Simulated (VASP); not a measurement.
A run of VASP 6.6.1:

File INCAR:

```
ALGO     = Normal         # electronic algorithm
EDIFF    = 1E-6           # SCF threshold, eV
ENCUT    = 520            # plane-wave cutoff, eV
GGA      = PE             # functional
ISIF     = 2              # what is computed and relaxed
ISMEAR   = 0              # smearing method
IVDW     = 12             # dispersion correction
LASPH    = T              # aspherical terms in the spheres
LCHARG   = F              # write CHGCAR
LREAL    = Auto         
LWAVE    = F              # write WAVECAR
NBANDS   = 56             # bands
NELM     = 80             # most SCF steps
PREC     = Accurate       # precision mode
SIGMA    = 0.02           # smearing width, eV
```

KPOINTS

```
k-points
0
Gamma
  2 2 1
```

The input POSCAR:

```
HC18F
1.0
    7.3980000000      0.0000000000      0.0000000000
   -3.6990000000      6.4068560000      0.0000000000
    0.0000000000      0.0000000000     11.0000000000
C F H
18 1 1
Direct
    0.0117814647     -0.0057312042      0.0855756364
    0.2346151855      0.1056872513      0.0856397273
    0.0133862365      0.3270349763      0.0856921818
    0.2329117311      0.4366731514      0.0856861818
    0.0110710007      0.6585980706      0.0855930000
    0.2351621617      0.7706784732      0.0855505455
    0.3466815571     -0.0063216654      0.0855570909
    0.5662575286      0.1036553654      0.0856655455
    0.3444075842      0.3252671825      0.0856991818
    0.5685859238      0.4372859324      0.0856639091
    0.3446820863      0.6606791225      0.0856747273
    0.5678878673      0.7721823309      0.0860039091
    0.6779525244     -0.0076986278      0.0858633636
    0.9022031948      0.1042174196      0.0856753636
    0.6784618318      0.3276479134      0.0856782727
    0.9012786550      0.4390209488      0.0856947273
    0.6802182338      0.6600877248      0.0856408182
    0.8997210839      0.7700961283      0.0855473636
    0.5999413961      0.8438681937      0.3698572727
    0.5990746291      0.8430684254      0.2844050000
```

Potentials or basis: VASP PAW PBE potentials, release 64 (C, F, H).

The run is started by

```bash
$ cat potpaw_PBE.64/C/POTCAR potpaw_PBE.64/F/POTCAR potpaw_PBE.64/H/POTCAR > POTCAR
$ mpirun -np 1 vasp_std > vasp.out
```

Hardware: 1 thread of Intel(R) Xeon(R) Platinum 8488C (Sapphire Rapids), on a shared host.

How long does it take, and how much memory?

It took 2.8 min on 1 thread of Intel(R) Xeon(R) Platinum 8488C (Sapphire Rapids), with other jobs on the host, peak memory 0.59 GiB. Counts: scf iterations 22, k points 4.
